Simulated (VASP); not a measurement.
# BaO in VASP: notebook

The runs below take BaO through single point, with revPBE, r2SCAN.

All numbers are computed with VASP 6.6.1; they aren't measurements. Logs are shortened: lines on timing, memory, paths and dates and some standing lists are left out, and cuts for length are marked.

### 1 The cell of the first run

Symmetry: Fm-3m, No. 225, cubic system. Conventional cell: a = 5.544 Å, b = 5.544 Å, c = 5.544 Å, α = 90.00°, β = 90.00°, γ = 90.00°. Within 3.7 Å of Ba (site symmetry m-3m) lie 6 O at 2.77 Å. O (site symmetry m-3m) has 6 Ba at 2.77 Å within 3.7 Å.

### 2 Single point, revPBE, collinear spin, zero start

Contents of INCAR:

```
SYSTEM = BaO
PREC = Accurate
ENCUT = 600
EDIFF = 1E-6
ISMEAR = 0
SIGMA = 0.05
LREAL = .FALSE.
LASPH = .TRUE.
NELM = 200
ALGO = Normal
ISIF = 2
LWAVE = .FALSE.
LCHARG = .FALSE.
ISPIN = 2
MAGMOM = 0 0
LORBIT = 11
GGA = RE
NBANDS = 19
GGA_COMPAT = .FALSE.
```

Contents of KPOINTS:

```
regular mesh
0
G
  8 8 8
  0 0 0
```

Contents of POSCAR:

```
BaO
1.0
    0.0000000000      2.7719946919      2.7719946919
    2.7719946919      0.0000000000      2.7719946919
    2.7719946919      2.7719946919      0.0000000000
Ba O
1 1
Direct
    0.5000000000      0.5000000000      0.5000000000
    0.0000000000      0.0000000000      0.0000000000
```

Potentials or basis: VASP PAW PBE potentials, release 64 (Ba_sv, O).

Run with:

```bash
cat potpaw_PBE.64/Ba_sv/POTCAR potpaw_PBE.64/O/POTCAR > POTCAR
mpirun -np 1 vasp_std > vasp.out
```

OUTCAR:

```text
SYSTEM = BaO
   PREC = Accurate
   ENCUT = 600
   EDIFF = 1E-6
   ISMEAR = 0
   LREAL = .FALSE.
   LASPH = .TRUE.
   NELM = 200
   ISIF = 2
   ISPIN = 2
   LORBIT = 11
   GGA = RE

 ion  position               nearest neighbor table
   1  0.500  0.500  0.500-   2 2.77   2 2.77   2 2.77   2 2.77   2 2.77   2 2.77
   2  0.000  0.000  0.000-   1 2.77   1 2.77   1 2.77   1 2.77   1 2.77   1 2.77

  LATTYP: Found a face centered cubic cell.
 ALAT       =     5.5439893838

  Lattice vectors:

 A1 = (   0.0000000000,   2.7719946919,   2.7719946919)
 A2 = (   2.7719946919,   0.0000000000,   2.7719946919)
 A3 = (   2.7719946919,   2.7719946919,   0.0000000000)

Analysis of symmetry for initial positions (statically):
=====================================================================
 Subroutine PRICEL returns:
 Original cell was already a primitive cell.

 Routine SETGRP: Setting up the symmetry group for a
 face centered cubic supercell.

 Subroutine GETGRP returns: Found 48 space group operations
 (whereof 48 operations were pure point group operations)
 out of a pool of 48 trial point group operations.

The static configuration has the point symmetry O_h .

Analysis of symmetry for dynamics (positions and initial velocities):
=====================================================================
 Subroutine PRICEL returns:
 Original cell was already a primitive cell.

 Routine SETGRP: Setting up the symmetry group for a
 face centered cubic supercell.

 Subroutine GETGRP returns: Found 48 space group operations
 (whereof 48 operations were pure point group operations)
 out of a pool of 48 trial point group operations.

The dynamic configuration has the point symmetry O_h .

Analysis of structural, dynamic, and magnetic symmetry:
=====================================================================
 Subroutine PRICEL returns:
 Original cell was already a primitive cell.

 Routine SETGRP: Setting up the symmetry group for a
 face centered cubic supercell.

 Subroutine GETGRP returns: Found 48 space group operations
 (whereof 48 operations were pure point group operations)
 out of a pool of 48 trial point group operations.

The overall configuration has the point symmetry O_h .

 Subroutine INISYM returns: Found 48 space group operations
 (whereof 48 operations are pure point group operations),
 and found     1 'primitive' translations

----------------------------------------------------------------------------------------

                                     Primitive cell

  volume of cell :      42.5998

  direct lattice vectors                    reciprocal lattice vectors
     0.000000000  2.771994692  2.771994692    -0.180375526  0.180375526  0.180375526
     2.771994692  0.000000000  2.771994692     0.180375526 -0.180375526  0.180375526
     2.771994692  2.771994692  0.000000000     0.180375526  0.180375526 -0.180375526

  length of vectors
     3.920192488  3.920192488  3.920192488     0.312419575  0.312419575  0.312419575

  position of ions in fractional coordinates (direct lattice)
     0.500000000  0.500000000  0.500000000
     0.000000000  0.000000000  0.000000000

  ion indices of the primitive-cell ions
   primitive index   ion index
                 1           1
                 2           2

----------------------------------------------------------------------------------------

 KPOINTS: regular mesh

Automatic generation of k-mesh.
 Grid dimensions read from file:
 generate k-points for:    8    8    8

 Generating k-lattice:

  Cartesian coordinates                     Fractional coordinates (reciprocal lattice)
    -0.022546941  0.022546941  0.022546941     0.125000000  0.000000000  0.000000000
     0.022546941 -0.022546941  0.022546941     0.000000000  0.125000000  0.000000000
     0.022546941  0.022546941 -0.022546941     0.000000000  0.000000000  0.125000000

  Length of vectors
     0.039052447  0.039052447  0.039052447

  Shift w.r.t. Gamma in fractional coordinates (k-lattice)
     0.000000000  0.000000000  0.000000000

 Subroutine IBZKPT returns following result:
 ===========================================

 Found     29 irreducible k-points:

 Following reciprocal coordinates:
            Coordinates               Weight
  0.000000  0.000000  0.000000      1.000000
  0.125000  0.000000  0.000000      8.000000
  0.250000  0.000000  0.000000      8.000000
  0.375000  0.000000  0.000000      8.000000
  0.500000  0.000000  0.000000      4.000000
  0.125000  0.125000  0.000000      6.000000
[... 16 lines left out ...]
  0.500000  0.250000  0.125000     48.000000
 -0.375000  0.250000  0.125000     24.000000
 [... further k-points ...]
   k-points           NKPTS =     29   k-points in BZ     NKDIM =     29   number of bands    NBANDS=     19
   number of dos      NEDOS =    301   number of ions     NIONS =      2
   total plane-waves  NPLWV =  32768
   dimension x,y,z NGX =    32 NGY =   32 NGZ =   32
   dimension x,y,z NGXF=    64 NGYF=   64 NGZF=   64
   ions per type =               1   1
   NGX,Y,Z   is equivalent  to a cutoff of  13.57, 13.57, 13.57 a.u.
   NGXF,Y,Z  is equivalent  to a cutoff of  27.14, 27.14, 27.14 a.u.
 SYSTEM =  BaO
   PREC   = accura    normal or accurate (medium, high low for compatibility)
   ISTART =      0    job   : 0-new  1-cont  2-samecut
   ICHARG =      2    charge: 1-file 2-atom 10-const
   ISPIN  =      2    spin polarized calculation?
   LNONCOLLINEAR =      F non collinear calculations
   LSORBIT =      F    spin-orbit coupling
   LASPH  =      T    aspherical Exc in radial PAW
   ENCUT  =  600.0 eV  44.10 Ry    6.64 a.u.   7.83  7.83  7.83*2*pi/ulx,y,z
   NELM   =    200;   NELMIN=  2; NELMDL= -5     # of ELM steps
   EDIFF  = 0.1E-05   stopping-criterion for ELM
   LREAL  =      F    real-space projection
   EDIFFG = 0.1E-04   stopping-criterion for IOM
   NSW    =      0    number of steps for IOM
   IBRION =     -1    ionic relax: 0-MD 1-quasi-New 2-CG
   NFREE  =      0    steps in history (QN), initial steepest desc. (CG)
   ISIF   =      2    stress and relaxation
   ISYM   =      2    0-nonsym 1-usesym 2-fastsym
   POTIM  = 0.5000    time-step for ionic-motion
   TEBEG  =    0.0;   TEEND  =   0.0 temperature during run
   PSTRESS=    0.0 pullay stress
   NELECT =      16.0000    total number of electrons
   NUPDOWN=      -1.0000    fix difference up-down
   EMIN   =  10.00;   EMAX   =-10.00  energy-range for DOS
   EFERMI =   0.00;   METHOD = LEGACY
   ISMEAR =     0;   SIGMA  =   0.05  broadening in eV -4-tet -1-fermi 0-gaus
   EFERMI_NEDOS =   21; number of points for ismear=-14 and -15
   IALGO  =     38    algorithm
   IMIX   =      4    mixing-type and parameters
     AMIX     =   0.40;   BMIX     =  1.00
     AMIX_MAG =   1.60;   BMIX_MAG =  1.00
  volume/ion in A,a.u.               =      21.30       143.74
  Fermi-wavevector in a.u.,A,eV,Ry     =   1.181170  2.232088 18.982341  1.395163
  Thomas-Fermi vector in A             =   2.317449
   LORBIT       =     11    0 simple, 1 ext, 2 COOP (PROOUT), +10 PAW based schemes
   GGA     = RE    functional components
   LHFCALC =     F    Hartree Fock is set to
   AEXX    =    0.0000 exact exchange contribution
   IVDW    =     0    specifies the selected vdW correction
   LEPSILON=     F    determine dielectric tensor
   LRPA    =     F    only Hartree local field effects (RPA)
 spin polarized calculation
 Gauss-broadening in eV      SIGMA  =   0.05
  energy-cutoff  :      600.00
  volume of cell :       42.60
 maximum number of plane-waves:      1433
   NGX = 15   NGY = 15   NGZ = 15

 number of electron      16.0000000 magnetization      -0.0000000

 number of electron      16.0000000 magnetization       0.0000000

 Free energy of the ion-electron system (eV)
  ---------------------------------------------------
  ext. energy  EPLUGINS =         0.00000000
  ---------------------------------------------------
  free energy    TOTEN  =       -11.18197973 eV

  energy without entropy =      -11.18197973  energy(sigma->0) =      -11.18197973

 E-fermi :   2.3046     XC(G=0):  -9.4327

 val. band max:        1.9817709622   @ k =   0.5000   0.5000   0.0000
 cond. band min:       4.0514057595   @ k =   0.5000   0.5000   0.0000
 fundamental gap:      2.0696347973
 Fermi energy:         2.3045811575

 spin component 1

 k-point     1 :       0.0000    0.0000    0.0000
  band No.  band energies     occupation
      1     -23.9866      1.00000
      2     -13.0977      1.00000
      3      -8.5223      1.00000
      4      -8.5223      1.00000
      5      -8.5223      1.00000
      6       1.6510      1.00000
[... 11 lines left out ...]
     18      21.0660      0.00000
     19      25.6389      0.00000
[... 485 lines left out ...]
 k-point    24 :      -0.3750    0.2500    0.1250
  band No.  band energies     occupation
      1     -23.7001      1.00000
      2     -13.6471      1.00000
      3      -9.1253      1.00000
      4      -9.1252      1.00000
      5      -8.6294      1.00000
      6       0.4759      1.00000
[... 11 lines left out ...]
     18      19.1669      0.00000
     19      21.5701      0.00000

 [... further k-points ...]

 spin component 2

 k-point     1 :       0.0000    0.0000    0.0000
  band No.  band energies     occupation
      1     -23.9865      1.00000
      2     -13.0977      1.00000
      3      -8.5223      1.00000
      4      -8.5223      1.00000
      5      -8.5223      1.00000
      6       1.6510      1.00000
[... 11 lines left out ...]
     18      21.0660      0.00000
     19      25.6389      0.00000
[... 485 lines left out ...]
 k-point    24 :      -0.3750    0.2500    0.1250
  band No.  band energies     occupation
      1     -23.7000      1.00000
      2     -13.6470      1.00000
      3      -9.1253      1.00000
      4      -9.1252      1.00000
      5      -8.6295      1.00000
      6       0.4759      1.00000
[... 11 lines left out ...]
     18      19.1669      0.00000
     19      21.5702      0.00000

 [... further k-points ...]
[... 5 lines left out ...]
  --------------------------------------------------------------------------------------
  -------------------------------------------------------------------------------------
  Total        1.2063472      1.2063472      1.2063472      0.0000000      0.0000000      0.0000000
  in kB       45.3707259     45.3707259     45.3707259      0.0000000      0.0000000      0.0000000
  external PRESSURE =      45.3707259 kB  Pullay stress =       0.0000000 kB

 VOLUME and BASIS-vectors are now :
 -----------------------------------------------------------------------------
  energy-cutoff  :      600.00
  volume of cell :       42.60
      direct lattice vectors                 reciprocal lattice vectors
     0.000000000  2.771994692  2.771994692    -0.180375526  0.180375526  0.180375526
     2.771994692  0.000000000  2.771994692     0.180375526 -0.180375526  0.180375526
     2.771994692  2.771994692  0.000000000     0.180375526  0.180375526 -0.180375526

 POSITION                                       TOTAL-FORCE (eV/Angst)
 -----------------------------------------------------------------------------------
      2.77199      2.77199      2.77199        -0.000000      0.000000     -0.000000
      0.00000      0.00000      0.00000         0.000000     -0.000000      0.000000
 -----------------------------------------------------------------------------------
    total drift:                                0.000000     -0.000000     -0.000000

  FREE ENERGIE OF THE ION-ELECTRON SYSTEM (eV)
  ---------------------------------------------------
  free  energy   TOTEN  =       -11.1819797335 eV

  energy  without entropy=      -11.1819797335  energy(sigma->0) =      -11.18197973

 total charge

# of ion       s       p       d       tot
------------------------------------------
    1        2.019   5.639   0.337   7.994
    2        1.558   3.389   0.000   4.947
--------------------------------------------------
tot          3.577   9.028   0.337  12.942

 magnetization (x)

# of ion       s       p       d       tot
------------------------------------------
    1        0.000  -0.000  -0.000  -0.000
    2       -0.000  -0.000   0.000  -0.000
--------------------------------------------------
tot          0.000  -0.000  -0.000  -0.000
```

It took 25 s on 1 thread of Intel Xeon 6975P-C (Granite Rapids), shared host; peak memory 0.22 GiB.

Results:

- Free energy: -11.1820 eV
- Pressure: 4.5 GPa
- Band gap on the k mesh: 2.07 eV, direct
- Net moment: 0.00 μB per cell
- Valence electrons inside the program's atomic spheres: Ba 7.99; O 4.95

Levels at points of the mesh, in eV from the valence-band top:
Spin up:
| k point | band 4 | band 5 | band 6 | band 7 | band 8 | band 9 | band 10 | band 11 | band 12 | band 13 |
| --- | --- | --- | --- | --- | --- | --- | --- | --- | --- | --- |
| (0.00, 0.00, 0.00) | -10.50 | -10.50 | -0.33 | -0.33 | -0.33 | 3.68 | 4.72 | 4.72 | 4.72 | 6.94 |
| (0.50, 0.00, 0.00) | -10.62 | -10.62 | -1.95 | -1.46 | -1.46 | 4.99 | 7.16 | 7.16 | 8.31 | 10.43 |
| (0.50, 0.50, 0.00) | -11.07 | -11.07 | -0.15 | -0.15 | 0.00 | 2.07 | 5.98 | 8.84 | 9.53 | 9.67 |
Spin down:
| k point | band 6 | band 7 | band 8 | band 9 | band 10 | band 11 |
| --- | --- | --- | --- | --- | --- | --- |
| (0.00, 0.00, 0.00) | -0.33 | -0.33 | -0.33 | 3.68 | 4.72 | 4.72 |
| (0.50, 0.00, 0.00) | -1.95 | -1.46 | -1.46 | 4.99 | 7.16 | 7.16 |
| (0.50, 0.50, 0.00) | -0.15 | -0.15 | 0.00 | 2.07 | 5.98 | 8.84 |

Caveat: the PAW data sets were made with another functional, which shifts forces and pressure a little; spin-orbit coupling is left out, which moves the levels of the heavy elements. A k mesh can miss the band edges.

### 3 Single point, r2SCAN (volume scaled by 1.040)

Contents of POSCAR:

```
BaO
1.0
    0.0000000000      2.8084724894      2.8084724894
    2.8084724894      0.0000000000      2.8084724894
    2.8084724894      2.8084724894      0.0000000000
Ba O
1 1
Direct
    0.5000000000      0.5000000000      0.5000000000
    0.0000000000      0.0000000000      0.0000000000
```

Contents of INCAR.step1:

```
SYSTEM = BaO
ALGO = Normal ; EDIFF = 1E-5
ENCUT = 660 ; GGA = PE
GGA_COMPAT = .False. ; ISMEAR = 0
LASPH = .True. ; LCHARG = .False.
LREAL = .False. ; LWAVE = .True.
NBANDS = 15 ; NELM = 120
PREC = Accurate ; SIGMA = 0.05
```

Contents of INCAR.step2:

```
SYSTEM = BaO
ALGO = Normal ; EDIFF = 1E-6
ENCUT = 660 ; GGA_COMPAT = .False.
ISIF = 2 ; ISMEAR = 0
ISTART = 1 ; LASPH = .True.
LCHARG = .False. ; LMIXTAU = .True.
LREAL = .False. ; LWAVE = .False.
METAGGA = R2SCAN ; NBANDS = 15
NELM = 120 ; PREC = Accurate
SIGMA = 0.05
```

Contents of KPOINTS:

```
k-points
0
Gamma
  8 8 8
  0 0 0
```

Potentials or basis: VASP PAW PBE potentials, release 64 (Ba_sv, O).

Run with:

```bash
cat potpaw_PBE.64/Ba_sv/POTCAR potpaw_PBE.64/O/POTCAR > POTCAR
cp INCAR.step1 INCAR
mpirun -np 1 vasp_std > vasp.out
cp INCAR.step2 INCAR
mpirun -np 1 vasp_std > vasp.out
```

It took 89 s on 1 thread of Intel Xeon Platinum 8375C at 2.90GHz (Ice Lake), shared host; peak memory 0.22 GiB.

Results (log left out):

| Item | Value |
| --- | --- |
| Free energy | -37.8286 eV |
| Pressure | -1.4 GPa |
| Band gap on the k mesh | 2.44 eV, direct |

Levels at points of the mesh, in eV from the valence-band top:
| k point | band 6 | band 7 | band 8 | band 9 | band 10 | band 11 |
| --- | --- | --- | --- | --- | --- | --- |
| (0.00, 0.00, 0.00) | -0.26 | -0.26 | -0.26 | 3.94 | 5.14 | 5.14 |
| (0.50, 0.00, 0.00) | -1.81 | -1.31 | -1.31 | 5.27 | 7.54 | 7.54 |
| (0.50, 0.50, 0.00) | -0.11 | -0.11 | 0.00 | 2.44 | 6.41 | 9.36 |

Caveat: the PAW data sets were made with another functional, which shifts forces and pressure a little; spin-orbit coupling is left out, which moves the levels of the heavy elements. A k mesh can miss the band edges.

### 4 Single point, r2SCAN (volume scaled by 1.070)

Contents of POSCAR:

```
BaO
1.0
    0.0000000000      2.8352214564      2.8352214564
    2.8352214564      0.0000000000      2.8352214564
    2.8352214564      2.8352214564      0.0000000000
Ba O
1 1
Direct
    0.5000000000      0.5000000000      0.5000000000
    0.0000000000      0.0000000000      0.0000000000
```

Contents of INCAR.step1:

```
SYSTEM = BaO
  ALGO = Normal
  EDIFF = 1E-5
  ENCUT = 660
  GGA = PE
  GGA_COMPAT = .FALSE.
  ISMEAR = 0
  LASPH = .TRUE.
  LCHARG = .FALSE.
  LREAL = .FALSE.
  LWAVE = .TRUE.
  NBANDS = 15
  NELM = 120
  PREC = Accurate
  SIGMA = 0.05
```

Contents of INCAR.step2:

```
SYSTEM = BaO
  ALGO = Normal
  EDIFF = 1E-6
  ENCUT = 660
  GGA_COMPAT = .FALSE.
  ISIF = 2
  ISMEAR = 0
  ISTART = 1
  LASPH = .TRUE.
  LCHARG = .FALSE.
  LMIXTAU = .TRUE.
  LREAL = .FALSE.
  LWAVE = .FALSE.
  METAGGA = R2SCAN
  NBANDS = 15
  NELM = 120
  PREC = Accurate
  SIGMA = 0.05
```

Contents of KPOINTS:

```
k-points
0
G
  8 8 8
  0 0 0
```

Run with:

```bash
cat potpaw_PBE.64/Ba_sv/POTCAR potpaw_PBE.64/O/POTCAR > POTCAR
cp INCAR.step1 INCAR
mpirun -np 1 vasp_std > vasp.out
cp INCAR.step2 INCAR
mpirun -np 1 vasp_std > vasp.out
```

It took 93 s on 1 thread of Intel Xeon Platinum 8375C at 2.90GHz (Ice Lake), shared host; peak memory 0.22 GiB.

Results (log left out):

| Item | Value |
| --- | --- |
| Free energy | -37.8114 eV |
| Pressure | -3.2 GPa |
| Band gap on the k mesh | 2.52 eV, direct |

Levels at points of the mesh, in eV from the valence-band top:
```
           k point  band 5  band 6  band 7  band 8  band 9  band 10  band 11  band 12
(0.00, 0.00, 0.00)  -10.90   -0.20   -0.20   -0.20    3.82     5.15     5.15     5.15
(0.50, 0.00, 0.00)  -11.00   -1.70   -1.19   -1.19    5.24     7.45     7.45     8.29
(0.50, 0.50, 0.00)  -11.37   -0.07   -0.07    0.00    2.52     6.29     9.23     9.51
```

Caveat: the PAW data sets were made with another functional, which shifts forces and pressure a little; spin-orbit coupling is left out, which moves the levels of the heavy elements.

(Continued in part 2 of 2.)
